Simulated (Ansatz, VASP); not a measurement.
**LiH3 in VASP and in Ansatz**

Contents of INCAR:

```
PREC = Accurate ; ENCUT = 600
EDIFF = 1E-6 ; ISMEAR = 0
SIGMA = 0.1 ; LREAL = F
LASPH = T ; NELM = 80
ALGO = Normal ; ISIF = 3
LWAVE = F ; LCHARG = F
GGA = PE ; IBRION = 2
NSW = 90 ; EDIFFG = -0.04
```

KPOINTS

```
regular mesh
0
Gamma
  6 6 4
```

Contents of POSCAR:

```
LiH3
1.0
    4.6618315558      0.0000000000      0.0000000000
   -2.3309157779      4.0372645555      0.0000000000
    0.0000000000      0.0000000000      3.7489761158
Li H
2 6
Direct
    0.3333333333      0.6666666667      0.1666666667
    0.6666666667      0.3333333333      0.6666666667
    0.3333333333      0.4080665599      0.4252667734
    0.0747332266      0.6666666667      0.4252667734
    0.5919334401      0.9252667734      0.4252667734
    0.6666666667      0.0747332266      0.9252667734
    0.4080665599      0.3333333333      0.9252667734
    0.9252667734      0.5919334401      0.9252667734
```

Input for Ansatz:

```yaml
crystal:
  lattice:
    - [4.6618315558, 0.0, 0.0]
    - [-2.3309157779, 4.0372645555, 0.0]
    - [0.0, 0.0, 3.7489761158]
  atoms:
    - { symbol: Li, position: [0.3333333333, 0.6666666667, 0.1666666667] }
    - { symbol: Li, position: [0.6666666667, 0.3333333333, 0.6666666667] }
    - { symbol: H, position: [0.3333333333, 0.4080665599, 0.4252667734] }
    - { symbol: H, position: [0.0747332266, 0.6666666667, 0.4252667734] }
    - { symbol: H, position: [0.5919334401, 0.9252667734, 0.4252667734] }
    - { symbol: H, position: [0.6666666667, 0.0747332266, 0.9252667734] }
    - { symbol: H, position: [0.4080665599, 0.3333333333, 0.9252667734] }
    - { symbol: H, position: [0.9252667734, 0.5919334401, 0.9252667734] }
basis:
  ecutwfc: 420
kpoints:
  mp_grid: { grid: [6, 6, 4] }
hamiltonian:
  xc: pbe
scf:
  occupations: { method: gaussian, width: 0.1 }
  lower_state_search: "off"
output:
  forces: true
  stress: true
  eigenvalues: true
relax:
  adjacent_minimum: "off"
  f_tol: 0.04
  max_steps: 70
  cell: { stress_tol: 0.4 }
```

Alike in both runs: task relaxation of cell and atoms; functional PBE; k mesh 6 × 6 × 4; occupations gaussian, width 0.1 eV; no spin polarisation.

|  | VASP | Ansatz |
| --- | --- | --- |
| version | VASP 6.6.1 | Ansatz 0.2.0 |
| potentials or method | VASP PAW PBE potentials, release 64 (Li_sv, H), cutoff 600 eV | scalar-relativistic, plane waves, PAW |
| valence electrons in the cell | 12 | 12 |

|  | VASP | Ansatz | Ansatz less VASP |
| --- | --- | --- | --- |
| gap on the k mesh at the Fermi level, each at its own relaxed structure (eV) | none | none | - |
| relaxed volume (Å³/atom) | 7.32 | 9.28 | +1.963 |
| relaxed cell length with the largest relative difference (Å) | 5.306 | 5.787 | +0.4811 |

A gap of «none» marks a metal or a gap that the smearing closes. One of these differences is far larger than is usual between the two programs; its cause wasn't traced.

The k mesh is coarse, so the values compare programs but aren't converged. Noted on VASP's run: the cutoff is short for stress, so the pressure is rough; the volume moved by over 15 % at a fixed basis, so the end points are rough.
